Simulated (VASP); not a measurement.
Here is a VASP 6.6.1 calculation.

File INCAR:

```
ALGO = Normal
EDIFF = 1E-7
EDIFFG = -0.03
ENCUT = 600
GGA = PE
IBRION = 2
ISIF = 3
ISMEAR = 0
LASPH = True
LCHARG = False
LREAL = False
LWAVE = False
NELM = 60
NSW = 80
PREC = Accurate
SIGMA = 0.05
```

KPOINTS

```
k-points
0
Gamma
  8 8 4
```

File POSCAR:

```
Zn
1.0
    2.6600000000      0.0000000000      0.0000000000
   -1.3300000000      2.3036275741      0.0000000000
    0.0000000000      0.0000000000      4.9369600000
Zn
2
Direct
    0.3333333333      0.6666666667      0.7500000000
    0.6666666667      0.3333333333      0.2500000000
```

Potentials or basis: VASP PAW PBE potentials, release 64 (Zn).

Command:

```sh
$ cat potpaw_PBE.64/Zn/POTCAR > POTCAR
$ mpirun -np 1 vasp_std > vasp.out
```

**Question.** What does it give for the space group after relaxing (to 0.05 Å)?

**Answer.** P6_3/mmc (No. 194).

**Question.** Predict the relaxed cell.

**Answer.** a = 2.749 Å, b = 2.749 Å, c = 4.559 Å, α = 90.00°, β = 90.00°, γ = 120.00°.

Step by step:
```csv
step,energy change (eV),largest force (eV/Å),pressure (GPa),volume (Å³)
1,0.0000,0.0000,0.67,30.25
2,-0.0082,0.0000,-0.57,30.53
3,-0.0087,0.0000,-3.32,31.34
4,0.0319,0.0000,-5.55,32.85
5,-0.0147,0.0000,-4.02,31.65
6,-0.0168,0.0000,-4.04,31.65
7,-0.0210,0.0000,-4.08,31.66
8,-0.0196,0.0000,-4.02,31.66
9,-0.0221,0.0000,-4.08,31.66
10,-0.0254,0.0000,-3.85,31.53
11,-0.0341,0.0000,-3.08,31.13
12,-0.0452,0.0000,-1.35,30.34
13,-0.0383,0.0000,2.99,28.80
14,-0.0474,0.0000,-0.08,29.84
```
